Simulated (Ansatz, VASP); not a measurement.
## GaSb: VASP beside Ansatz

```
Ga Sb
1.0
     0.00000    3.05669    3.05669
     3.05669    0.00000    3.05669
     3.05669    3.05669    0.00000
Ga Sb
1 1
Direct
  0.00000 0.00000 0.00000
  0.25000 0.25000 0.25000
```

Alike in both runs: functional PBEsol; k mesh 12 × 12 × 12; occupations fermi-dirac, width 0.15 eV; no spin polarisation.

Ansatz relaxed the structure, and its values are those at the end. VASP's run is a single point on that final structure, the one shown.

|  | VASP | Ansatz |
| --- | --- | --- |
| version | VASP 6.6.1 | Ansatz 0.2.0 |
| potentials or method | VASP PAW PBE potentials, release 64 (Ga_d, Sb), cutoff 520 eV | scalar-relativistic, plane waves, PAW |
| valence electrons in the cell | 18 | 28 |

VASP gave:

| Property | Result |
| --- | --- |
| gap on the k mesh at the Fermi level (eV) | none |
| pressure (GPa) | 0.1 |

**Question.** Estimate Ansatz's values.

**Answer.** gap on the k mesh at the Fermi level (eV): none; pressure (GPa): 0.0.

VASP's potentials were made for PBE, not for PBEsol, and Ansatz warns of the same on its side. A gap of «none» marks a metal or a gap that the smearing closes. VASP's potentials hold 18 valence electrons a cell and Ansatz's 28, so a difference there can come from the potentials and not from the codes.

Neither program's run includes spin-orbit coupling.
